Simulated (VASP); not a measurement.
# BaS (I4/mmm) in VASP: a series of runs, part 3 of 4

VASP 6.6.1. The steps go on from the part before.

**5. Single point, r2SCAN (strain +0.000 along x and y, -0.040 along z)**

POSCAR

```
BaS
1.0
    0.0000000000      3.1937500000      3.0660000000
    3.1937500000      0.0000000000      3.0660000000
    3.1937500000      3.1937500000      0.0000000000
Ba S
1 1
Direct
    0.0000000000      0.0000000000      0.0000000000
    0.5000000000      0.5000000000      0.5000000000
```

INCAR.step1

```
SYSTEM = BaS
ALGO = Normal
EDIFF = 1E-4
ENCUT = 520
GGA = PE
ISMEAR = 0
LASPH = .TRUE.
LCHARG = .FALSE.
LREAL = .FALSE.
LWAVE = .TRUE.
NBANDS = 15
NELM = 80
PREC = Accurate
SIGMA = 0.05
```

INCAR.step2

```
SYSTEM = BaS
ALGO = Normal
EDIFF = 1E-7
ENCUT = 520
ISIF = 2
ISMEAR = 0
ISTART = 1
LASPH = .TRUE.
LCHARG = .FALSE.
LMIXTAU = .TRUE.
LREAL = .FALSE.
LWAVE = .FALSE.
METAGGA = R2SCAN
NBANDS = 15
NELM = 80
PREC = Accurate
SIGMA = 0.05
```

KPOINTS

```
k-points
0
G
  6 6 6
  0 0 0
```

Potentials or basis: VASP PAW PBE potentials, release 64 (Ba_sv, S).

Started as:

```console
$ cat potpaw_PBE.64/Ba_sv/POTCAR potpaw_PBE.64/S/POTCAR > POTCAR
$ cp INCAR.step1 INCAR
$ mpirun -np 1 vasp_std > vasp.out
$ cp INCAR.step2 INCAR
$ mpirun -np 1 vasp_std > vasp.out
```

OUTCAR:

```text
SYSTEM = BaS
   EDIFF = 1E-7
   ENCUT = 520
   ISIF = 2
   ISMEAR = 0
   ISTART = 1
   LASPH = .TRUE.
   LREAL = .FALSE.
   METAGGA = R2SCAN
   NELM = 80
   PREC = Accurate

 ion  position               nearest neighbor table
   1  0.000  0.000  0.000-   2 3.07   2 3.07   2 3.19   2 3.19   2 3.19   2 3.19
   2  0.500  0.500  0.500-   1 3.07   1 3.07   1 3.19   1 3.19   1 3.19   1 3.19

  LATTYP: Found a body centered tetragonal cell.
 ALAT       =     4.5166445648
 C/A-ratio  =     1.3576450199

  Lattice vectors:

 A1 = (   0.0000000000,  -3.1937500000,  -3.0660000000)
 A2 = (   0.0000000000,   3.1937500000,  -3.0660000000)
 A3 = (   3.1937500000,   0.0000000000,   3.0660000000)

Analysis of symmetry for initial positions (statically):
=====================================================================
 Subroutine PRICEL returns:
 Original cell was already a primitive cell.

 Routine SETGRP: Setting up the symmetry group for a
 body centered tetragonal supercell.

 Subroutine GETGRP returns: Found 16 space group operations
 (whereof 16 operations were pure point group operations)
 out of a pool of 16 trial point group operations.

The static configuration has the point symmetry D_4h.

Analysis of symmetry for dynamics (positions and initial velocities):
=====================================================================
 Subroutine PRICEL returns:
 Original cell was already a primitive cell.

 Routine SETGRP: Setting up the symmetry group for a
 body centered tetragonal supercell.

 Subroutine GETGRP returns: Found 16 space group operations
 (whereof 16 operations were pure point group operations)
 out of a pool of 16 trial point group operations.

The dynamic configuration has the point symmetry D_4h.

 Subroutine INISYM returns: Found 16 space group operations
 (whereof 16 operations are pure point group operations),
 and found     1 'primitive' translations

----------------------------------------------------------------------------------------

                                     Primitive cell

  volume of cell :      62.5466

  direct lattice vectors                    reciprocal lattice vectors
     0.000000000  3.193750000  3.066000000    -0.156555773  0.156555773  0.163078930
     3.193750000  0.000000000  3.066000000     0.156555773 -0.156555773  0.163078930
     3.193750000  3.193750000  0.000000000     0.156555773  0.156555773 -0.163078930

  length of vectors
     4.427233342  4.427233342  4.516644565     0.274980286  0.274980286  0.274980286

  position of ions in fractional coordinates (direct lattice)
     0.000000000  0.000000000  0.000000000
     0.500000000  0.500000000  0.500000000

  ion indices of the primitive-cell ions
   primitive index   ion index
                 1           1
                 2           2

----------------------------------------------------------------------------------------

 KPOINTS: k-points

Automatic generation of k-mesh.
 Grid dimensions read from file:
 generate k-points for:    6    6    6

 Generating k-lattice:

[... 42 lines left out ...]
 [... further k-points ...]
   k-points           NKPTS =     30   k-points in BZ     NKDIM =     30   number of bands    NBANDS=     15
   number of dos      NEDOS =    301   number of ions     NIONS =      2
   total plane-waves  NPLWV =  46656
   dimension x,y,z NGX =    36 NGY =   36 NGZ =   36
   dimension x,y,z NGXF=    72 NGYF=   72 NGZF=   72
   ions per type =               1   1
   NGX,Y,Z   is equivalent  to a cutoff of  13.52, 13.52, 13.25 a.u.
   NGXF,Y,Z  is equivalent  to a cutoff of  27.04, 27.04, 26.50 a.u.
 SYSTEM =  BaS
   PREC   = accura    normal or accurate (medium, high low for compatibility)
   ISTART =      1    job   : 0-new  1-cont  2-samecut
   ICHARG =      0    charge: 1-file 2-atom 10-const
   ISPIN  =      1    spin polarized calculation?
   LNONCOLLINEAR =      F non collinear calculations
   LSORBIT =      F    spin-orbit coupling
   LASPH  =      T    aspherical Exc in radial PAW
   ENCUT  =  520.0 eV  38.22 Ry    6.18 a.u.   8.23  8.23  8.40*2*pi/ulx,y,z
   NELM   =     80;   NELMIN=  2; NELMDL=  0     # of ELM steps
   EDIFF  = 0.1E-06   stopping-criterion for ELM
   LREAL  =      F    real-space projection
   EDIFFG = 0.1E-05   stopping-criterion for IOM
   NSW    =      0    number of steps for IOM
   IBRION =     -1    ionic relax: 0-MD 1-quasi-New 2-CG
   NFREE  =      0    steps in history (QN), initial steepest desc. (CG)
   ISIF   =      2    stress and relaxation
   ISYM   =      2    0-nonsym 1-usesym 2-fastsym
   POTIM  = 0.5000    time-step for ionic-motion
   TEBEG  =    0.0;   TEEND  =   0.0 temperature during run
   PSTRESS=    0.0 pullay stress
   NELECT =      16.0000    total number of electrons
   NUPDOWN=      -1.0000    fix difference up-down
   EMIN   =  10.00;   EMAX   =-10.00  energy-range for DOS
   EFERMI =   0.00;   METHOD = LEGACY
   ISMEAR =     0;   SIGMA  =   0.05  broadening in eV -4-tet -1-fermi 0-gaus
   EFERMI_NEDOS =   21; number of points for ismear=-14 and -15
   IALGO  =     38    algorithm
   IMIX   =      4    mixing-type and parameters
     AMIX     =   0.40;   BMIX     =  1.00
     AMIX_MAG =   1.60;   BMIX_MAG =  1.00
  volume/ion in A,a.u.               =      31.27       211.04
  Fermi-wavevector in a.u.,A,eV,Ry     =   1.039234  1.963868 14.694402  1.080008
  Thomas-Fermi vector in A             =   2.173755
   LORBIT       =      0    0 simple, 1 ext, 2 COOP (PROOUT), +10 PAW based schemes
   METAGGA = R2SCAN    functional components
   LHFCALC =     F    Hartree Fock is set to
   AEXX    =    0.0000 exact exchange contribution
   IVDW    =     0    specifies the selected vdW correction
   LEPSILON=     F    determine dielectric tensor
   LRPA    =     F    only Hartree local field effects (RPA)
 non-spin polarized calculation
 Gauss-broadening in eV      SIGMA  =   0.05
  energy-cutoff  :      520.00
  volume of cell :       62.55
 maximum number of plane-waves:      1703
 NGX is ok and might be reduce to    36
   NGX = 17   NGY = 17   NGZ = 17

 number of electron      15.9999999 magnetization

 Free energy of the ion-electron system (eV)
  ---------------------------------------------------
  ext. energy  EPLUGINS =         0.00000000
  ---------------------------------------------------
  free energy    TOTEN  =       -39.13086575 eV

  energy without entropy =      -39.13086575  energy(sigma->0) =      -39.13086575

 E-fermi :   1.8422     XC(G=0):  -9.2593

 val. band max:        1.5642408538   @ k =   0.0000   0.0000   0.0000
 cond. band min:       3.7995975473   @ k =   0.5000   0.5000   0.0000
 fundamental gap:      2.2353566935
 Fermi energy:         1.8422275427

 k-point     1 :       0.0000    0.0000    0.0000
  band No.  band energies     occupation
      1     -25.2393      2.00000
      2      -9.8808      2.00000
      3      -9.8648      2.00000
      4      -9.8648      2.00000
      5      -9.4269      2.00000
      6       1.3840      2.00000
      7       1.3840      2.00000
      8       1.5642      2.00000
      9       5.6524      0.00000
     10       5.6524      0.00000
     11       5.7697      0.00000
     12       5.9507      0.00000
     13       6.6971      0.00000
     14       7.0815      0.00000
[... 401 lines left out ...]
      2     -10.6703      2.00000
      3     -10.2184      2.00000
      4     -10.0330      2.00000
      5      -8.8051      2.00000
      6       0.6101      2.00000
      7       0.8943      2.00000
      8       1.0857      2.00000
      9       4.5533      0.00000
     10       8.3038      0.00000
     11       8.7530      0.00000
     12       9.1068      0.00000
     13       9.3543      0.00000
     14      10.4678      0.00000
     15      11.2185      0.00000

 [... further k-points ...]

------------------------ aborting loop because EDIFF is reached ----------------------------------------

  FORCE on cell =-STRESS in cart. coord.  units (eV):
  Direction    XX          YY          ZZ          XY          YZ          ZX
  --------------------------------------------------------------------------------------
  -------------------------------------------------------------------------------------
  Total        0.8559945      0.8559945      2.8585538      0.0000000      0.0000000      0.0000000
  in kB       21.9269179     21.9269179     73.2239201      0.0000000      0.0000000      0.0000000
  external PRESSURE =      39.0259186 kB  Pullay stress =       0.0000000 kB

 VOLUME and BASIS-vectors are now :
 -----------------------------------------------------------------------------
  energy-cutoff  :      520.00
  volume of cell :       62.55
      direct lattice vectors                 reciprocal lattice vectors
     0.000000000  3.193750000  3.066000000    -0.156555773  0.156555773  0.163078930
     3.193750000  0.000000000  3.066000000     0.156555773 -0.156555773  0.163078930
     3.193750000  3.193750000  0.000000000     0.156555773  0.156555773 -0.163078930

 POSITION                                       TOTAL-FORCE (eV/Angst)
 -----------------------------------------------------------------------------------
      0.00000      0.00000      0.00000        -0.000000      0.000000      0.000000
      3.19375      3.19375      3.06600         0.000000     -0.000000      0.000000
 -----------------------------------------------------------------------------------
    total drift:                                0.000000      0.000000      0.000000

  FREE ENERGIE OF THE ION-ELECTRON SYSTEM (eV)
  ---------------------------------------------------
  free  energy   TOTEN  =       -39.1308657530 eV

  energy  without entropy=      -39.1308657530  energy(sigma->0) =      -39.13086575
```

OUTCAR.step1:

```text
SYSTEM = BaS
   EDIFF = 1E-4
   ENCUT = 520
   GGA = PE
   ISMEAR = 0
   LASPH = .TRUE.
   LREAL = .FALSE.
[... 654 lines left out ...]
      0.00000      0.00000      0.00000         0.000000     -0.000000      0.000000
      3.19375      3.19375      3.06600        -0.000000      0.000000      0.000000
 -----------------------------------------------------------------------------------
    total drift:                                0.000000      0.000000      0.000000

  FREE ENERGIE OF THE ION-ELECTRON SYSTEM (eV)
  ---------------------------------------------------
  free  energy   TOTEN  =       -10.1197669717 eV

  energy  without entropy=      -10.1197669717  energy(sigma->0) =      -10.11976697
```

Run time: 79 s. Hardware: 1 thread of Intel Xeon 6975P-C (Granite Rapids), shared host; peak memory 0.23 GiB.

What came out:

- Free energy: -39.1309 eV
- Pressure: 3.9 GPa
- Band gap on the k mesh: 2.24 eV (least direct gap 2.37 eV)

Levels at points of the mesh, in eV from the valence-band top:
| k point | band 6 | band 7 | band 8 | band 9 | band 10 | band 11 |
| --- | --- | --- | --- | --- | --- | --- |
| (0.00, 0.00, 0.00) | -0.18 | -0.18 | 0.00 | 4.09 | 4.09 | 4.21 |
| (0.50, 0.00, 0.00) | -2.13 | -1.31 | -1.29 | 6.05 | 6.14 | 6.85 |
| (0.50, 0.50, 0.00) | -0.41 | -0.30 | -0.30 | 2.24 | 6.57 | 6.88 |
| (0.50, 0.00, 0.50) | -0.67 | -0.30 | -0.09 | 2.28 | 6.33 | 7.00 |

Caveat: the cell differs from its parent crystal (strain +0.000 along x and y, -0.040 along z); the cell stands under pressure; the PAW data sets were made with another functional, which shifts forces and pressure a little; spin-orbit coupling is left out, which moves the levels of the heavy elements. A k mesh can miss the band edges.

(Continued in part 4 of 4.)
